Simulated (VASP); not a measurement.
# MgSe (Fm-3m) in VASP: further runs

MgSe is run at these levels: PBE0, HSE06; tasks: single point.

All numbers are computed with VASP 6.6.1; they aren't measurements. Logs are shortened: lines on timing, memory, paths and dates and some standing lists are left out, and cuts for length are marked.

## Step 1: The cell of the first run

The structure is cubic, space group Fm-3m (No. 225). Conventional cell: a = 5.473 Å, b = 5.473 Å, c = 5.473 Å, α = 90.00°, β = 90.00°, γ = 90.00°. Within 3.6 Å of Mg (site symmetry m-3m) lie 6 Se at 2.74 Å. Within 3.6 Å of Se (site symmetry m-3m) lie 6 Mg at 2.74 Å.

## Step 2: Single point, PBE0

POSCAR reads:

```
MgSe
1.0
    0.0000000000      2.7362756101      2.7362756101
    2.7362756101      0.0000000000      2.7362756101
    2.7362756101      2.7362756101      0.0000000000
Mg Se
1 1
Direct
    0.0000000000      0.0000000000      0.0000000000
    0.5000000000      0.5000000000      0.5000000000
```

INCAR.step1 reads:

```
  PREC = Accurate
  ENCUT = 520
  EDIFF = 1E-5
  ISMEAR = 0
  SIGMA = 0.01
  LREAL = False
  LASPH = True
  NELM = 120
  ALGO = Normal
  ISIF = 2
  LWAVE = True
  LCHARG = False
  NBANDS = 11
  GGA = PE
  GGA_COMPAT = False
```

INCAR.step2 reads:

```
  PREC = Accurate
  ENCUT = 520
  EDIFF = 1E-6
  ISMEAR = 0
  SIGMA = 0.01
  LREAL = False
  LASPH = True
  NELM = 120
  ALGO = Normal
  ISIF = 2
  LWAVE = False
  LCHARG = False
  GGA = PE
  LHFCALC = True
  AEXX = 0.25
  PRECFOCK = Normal
  NBANDS = 11
  ISTART = 1
  GGA_COMPAT = False
```

KPOINTS reads:

```
regular mesh
0
Gamma
  6 6 6
```

Potentials or basis: VASP PAW PBE potentials, release 64 (Mg, Se).

Command:

```bash
$ cat potpaw_PBE.64/Mg/POTCAR potpaw_PBE.64/Se/POTCAR > POTCAR
$ cp INCAR.step1 INCAR
$ mpirun -np 1 vasp_std > vasp.out
$ cp INCAR.step2 INCAR
$ mpirun -np 1 vasp_std > vasp.out
```

OUTCAR:

```text
PREC = Accurate
   ENCUT = 520
   EDIFF = 1E-6
   ISMEAR = 0
   LREAL = False
   LASPH = True
   NELM = 120
   ISIF = 2
   GGA = PE
   LHFCALC = True
   AEXX = 0.25
   PRECFOCK = Normal
   ISTART = 1

 ion  position               nearest neighbor table
   1  0.000  0.000  0.000-   2 2.74   2 2.74   2 2.74   2 2.74   2 2.74   2 2.74
   2  0.500  0.500  0.500-   1 2.74   1 2.74   1 2.74   1 2.74   1 2.74   1 2.74

  LATTYP: Found a face centered cubic cell.
 ALAT       =     5.4725512202

  Lattice vectors:

 A1 = (   0.0000000000,   2.7362756101,   2.7362756101)
 A2 = (   2.7362756101,   0.0000000000,   2.7362756101)
 A3 = (   2.7362756101,   2.7362756101,   0.0000000000)

Analysis of symmetry for initial positions (statically):
=====================================================================
 Subroutine PRICEL returns:
 Original cell was already a primitive cell.

 Routine SETGRP: Setting up the symmetry group for a
 face centered cubic supercell.

 Subroutine GETGRP returns: Found 48 space group operations
 (whereof 48 operations were pure point group operations)
 out of a pool of 48 trial point group operations.

The static configuration has the point symmetry O_h .

Analysis of symmetry for dynamics (positions and initial velocities):
=====================================================================
 Subroutine PRICEL returns:
 Original cell was already a primitive cell.

 Routine SETGRP: Setting up the symmetry group for a
 face centered cubic supercell.

 Subroutine GETGRP returns: Found 48 space group operations
 (whereof 48 operations were pure point group operations)
 out of a pool of 48 trial point group operations.

The dynamic configuration has the point symmetry O_h .

 Subroutine INISYM returns: Found 48 space group operations
 (whereof 48 operations are pure point group operations),
 and found     1 'primitive' translations

----------------------------------------------------------------------------------------

                                     Primitive cell

  volume of cell :      40.9741

  direct lattice vectors                    reciprocal lattice vectors
     0.000000000  2.736275610  2.736275610    -0.182730131  0.182730131  0.182730131
     2.736275610  0.000000000  2.736275610     0.182730131 -0.182730131  0.182730131
     2.736275610  2.736275610  0.000000000     0.182730131  0.182730131 -0.182730131

  length of vectors
     3.869678078  3.869678078  3.869678078     0.316497871  0.316497871  0.316497871

  position of ions in fractional coordinates (direct lattice)
     0.000000000  0.000000000  0.000000000
     0.500000000  0.500000000  0.500000000

  ion indices of the primitive-cell ions
   primitive index   ion index
                 1           1
                 2           2

----------------------------------------------------------------------------------------

 KPOINTS: regular mesh

Automatic generation of k-mesh.
 Grid dimensions read from file:
 generate k-points for:    6    6    6

 Generating k-lattice:

  Cartesian coordinates                     Fractional coordinates (reciprocal lattice)
    -0.030455022  0.030455022  0.030455022     0.166666667  0.000000000  0.000000000
     0.030455022 -0.030455022  0.030455022     0.000000000  0.166666667  0.000000000
     0.030455022  0.030455022 -0.030455022     0.000000000  0.000000000  0.166666667

  Length of vectors
     0.052749645  0.052749645  0.052749645

  Shift w.r.t. Gamma in fractional coordinates (k-lattice)
     0.000000000  0.000000000  0.000000000

 Subroutine IBZKPT returns following result:
 ===========================================

 Found     16 irreducible k-points:

 Following reciprocal coordinates:
            Coordinates               Weight
  0.000000  0.000000  0.000000      1.000000
  0.166667  0.000000  0.000000      8.000000
  0.333333  0.000000  0.000000      8.000000
  0.500000  0.000000  0.000000      4.000000
  0.166667  0.166667  0.000000      6.000000
  0.333333  0.166667  0.000000     24.000000
[... 8 lines left out ...]
 -0.333333  0.333333  0.166667     24.000000
 -0.333333  0.500000  0.166667     12.000000
   k-points           NKPTS =     16   k-points in BZ     NKDIM =    216   number of bands    NBANDS=     11
   number of dos      NEDOS =    301   number of ions     NIONS =      2
   total plane-waves  NPLWV =  27000
   dimension x,y,z NGX =    30 NGY =   30 NGZ =   30
   dimension x,y,z NGXF=    60 NGYF=   60 NGZF=   60
   ions per type =               1   1
   NGX,Y,Z   is equivalent  to a cutoff of  12.89, 12.89, 12.89 a.u.
   NGXF,Y,Z  is equivalent  to a cutoff of  25.78, 25.78, 25.78 a.u.
 SYSTEM =  unknown system
   PREC   = accura    normal or accurate (medium, high low for compatibility)
   ISTART =      1    job   : 0-new  1-cont  2-samecut
   ICHARG =      0    charge: 1-file 2-atom 10-const
   ISPIN  =      1    spin polarized calculation?
   LNONCOLLINEAR =      F non collinear calculations
   LSORBIT =      F    spin-orbit coupling
   LASPH  =      T    aspherical Exc in radial PAW
   ENCUT  =  520.0 eV  38.22 Ry    6.18 a.u.   7.20  7.20  7.20*2*pi/ulx,y,z
   NELM   =    120;   NELMIN=  2; NELMDL=  0     # of ELM steps
   EDIFF  = 0.1E-05   stopping-criterion for ELM
   LREAL  =      F    real-space projection
   EDIFFG = 0.1E-04   stopping-criterion for IOM
   NSW    =      0    number of steps for IOM
   IBRION =     -1    ionic relax: 0-MD 1-quasi-New 2-CG
   NFREE  =      0    steps in history (QN), initial steepest desc. (CG)
   ISIF   =      2    stress and relaxation
   ISYM   =      3    0-nonsym 1-usesym 2-fastsym
   POTIM  = 0.5000    time-step for ionic-motion
   TEBEG  =    0.0;   TEEND  =   0.0 temperature during run
   PSTRESS=    0.0 pullay stress
   NELECT =       8.0000    total number of electrons
   NUPDOWN=      -1.0000    fix difference up-down
   EMIN   =  10.00;   EMAX   =-10.00  energy-range for DOS
   EFERMI =   0.00;   METHOD = LEGACY
   ISMEAR =     0;   SIGMA  =   0.01  broadening in eV -4-tet -1-fermi 0-gaus
   EFERMI_NEDOS =   21; number of points for ismear=-14 and -15
   IALGO  =     38    algorithm
   IMIX   =      1    mixing-type and parameters
     AMIX     =   0.40;   BMIX     =  1.00
     AMIX_MAG =   1.60;   BMIX_MAG =  1.00
  volume/ion in A,a.u.               =      20.49       138.25
  Fermi-wavevector in a.u.,A,eV,Ry     =   0.949733  1.794736 12.272364  0.901993
  Thomas-Fermi vector in A             =   2.078044
   LORBIT       =      0    0 simple, 1 ext, 2 COOP (PROOUT), +10 PAW based schemes
   GGA     = PE    functional components
   LHFCALC =     T    Hartree Fock is set to
   PRECFOCK=normal    Normal, Fast or Accurate (Low or Medium for compatibility)
   ENCUT4O =  -1.0   cutoff for four orbital integrals eV
   NKREDX  =     1    reduce k-point grid by
   NKREDY  =     1    reduce k-point grid by
   NKREDZ  =     1    reduce k-point grid by
   AEXX    =    0.2500 exact exchange contribution
   HFSCREEN=    0.0000 screening length (either q_TF or 0.3 A-1)
   HFSCREENC=   0.0000 screening length for correlation (either q_TF or 0.3 A-1)
   ENCUTFOCK=  -1.0 apply spherical cutoff to Coloumb kernel
   IVDW    =     0    specifies the selected vdW correction
   LEPSILON=     F    determine dielectric tensor
   LRPA    =     F    only Hartree local field effects (RPA)
 non-spin polarized calculation
 Gauss-broadening in eV      SIGMA  =   0.01
  energy-cutoff  :      520.00
  volume of cell :       40.97
 maximum number of plane-waves:      1113
 NGX is ok and might be reduce to    30
  NGX = 24; NGY = 24; NGZ = 24

 number of electron       8.0000000 magnetization

 Free energy of the ion-electron system (eV)
  ---------------------------------------------------
  ext. energy  EPLUGINS =         0.00000000
  ---------------------------------------------------
  free energy    TOTEN  =        -9.31186535 eV

  energy without entropy =       -9.31186535  energy(sigma->0) =       -9.31186535

 E-fermi :   2.2322     XC(G=0):  -7.4614

 val. band max:        2.1731143410   @ k =   0.0000   0.0000   0.0000
 cond. band min:       5.5055643952   @ k =   0.5000   0.5000   0.0000
 fundamental gap:      3.3324500541
 Fermi energy:         2.2322138808

 k-point     1 :       0.0000    0.0000    0.0000
  band No.  band energies     occupation
      1     -11.9907      2.00000
      2       2.1731      2.00000
      3       2.1731      2.00000
      4       2.1731      2.00000
      5       6.3507      0.00000
      6      11.3437      0.00000
      7      11.3437      0.00000
      8      11.3437      0.00000
      9      14.0597      0.00000
     10      14.0597      0.00000
     11      14.9583      0.00000

 k-point     2 :       0.1667    0.0000    0.0000
  band No.  band energies     occupation
      1     -11.7373      2.00000
      2       0.2499      2.00000
      3       1.9936      2.00000
      4       1.9936      2.00000
      5       7.6816      0.00000
      6      11.0569      0.00000
      7      11.5491      0.00000
      8      11.5491      0.00000
      9      12.9377      0.00000
     10      12.9377      0.00000
     11      14.6385      0.00000

 k-point     3 :       0.3333    0.0000    0.0000
  band No.  band energies     occupation
      1     -11.1355      2.00000
      2      -2.1778      2.00000
      3       1.6826      2.00000
      4       1.6826      2.00000
      5       7.7966      0.00000
      6      10.4749      0.00000
      7      10.4749      0.00000
      8      12.6996      0.00000
      9      13.9967      0.00000
     10      14.8953      0.00000
     11      14.8953      0.00000
[... 155 lines left out ...]
 k-point    15 :      -0.3333    0.3333    0.1667
  band No.  band energies     occupation
      1     -10.4729      2.00000
      2      -2.2195      2.00000
      3      -0.8643      2.00000
      4       0.3695      2.00000
      5       8.3880      0.00000
      6       9.8824      0.00000
      7      12.3155      0.00000
      8      12.3429      0.00000
      9      15.1639      0.00000
     10      16.7950      0.00000
     11      19.4050      0.00000

 k-point    16 :      -0.3333    0.5000    0.1667
  band No.  band energies     occupation
      1     -10.3754      2.00000
      2      -1.9990      2.00000
      3      -0.7253      2.00000
      4      -0.3689      2.00000
      5       7.3609      0.00000
      6       9.6454      0.00000
      7      12.2505      0.00000
      8      13.5365      0.00000
      9      16.8371      0.00000
     10      18.1256      0.00000
     11      18.8998      0.00000

------------------------ aborting loop because EDIFF is reached ----------------------------------------

  FORCE on cell =-STRESS in cart. coord.  units (eV):
  Direction    XX          YY          ZZ          XY          YZ          ZX
  --------------------------------------------------------------------------------------
  -------------------------------------------------------------------------------------
  Total       -0.1429735     -0.1429735     -0.1429735      0.0000000      0.0000000      0.0000000
  in kB       -5.5905749     -5.5905749     -5.5905749      0.0000000      0.0000000      0.0000000
  external PRESSURE =      -5.5905749 kB  Pullay stress =       0.0000000 kB

 VOLUME and BASIS-vectors are now :
 -----------------------------------------------------------------------------
  energy-cutoff  :      520.00
  volume of cell :       40.97
      direct lattice vectors                 reciprocal lattice vectors
     0.000000000  2.736275610  2.736275610    -0.182730131  0.182730131  0.182730131
     2.736275610  0.000000000  2.736275610     0.182730131 -0.182730131  0.182730131
     2.736275610  2.736275610  0.000000000     0.182730131  0.182730131 -0.182730131

 POSITION                                       TOTAL-FORCE (eV/Angst)
 -----------------------------------------------------------------------------------
      0.00000      0.00000      0.00000        -0.000000     -0.000000     -0.000000
      2.73628      2.73628      2.73628         0.000000      0.000000      0.000000
 -----------------------------------------------------------------------------------
    total drift:                                0.000000     -0.000000     -0.000000

  FREE ENERGIE OF THE ION-ELECTRON SYSTEM (eV)
  ---------------------------------------------------
  free  energy   TOTEN  =        -9.3118653518 eV

  energy  without entropy=       -9.3118653518  energy(sigma->0) =       -9.31186535
```

Wall time 50 min (1 thread of Intel Xeon 8259CL, shared host); peak memory 0.2 GiB.

Results:

* Free energy: -9.3119 eV
* Pressure: -0.6 GPa
* Band gap on the k mesh: 3.33 eV (least direct gap 4.18 eV)

Levels at points of the mesh, in eV from the valence-band top:
| k point | band 2 | band 3 | band 4 | band 5 | band 6 | band 7 |
| --- | --- | --- | --- | --- | --- | --- |
| (0.00, 0.00, 0.00) | 0.00 | 0.00 | 0.00 | 4.18 | 9.17 | 9.17 |
| (0.50, 0.00, 0.00) | -5.39 | -0.63 | -0.63 | 5.42 | 7.83 | 7.83 |
| (0.50, 0.50, 0.00) | -4.65 | -1.94 | -1.94 | 3.33 | 5.54 | 13.77 |

Caveat: the PAW data sets were made with another functional, which shifts forces and pressure a little. A k mesh can miss the band edges.

(Part 1 of 2 ends here.)
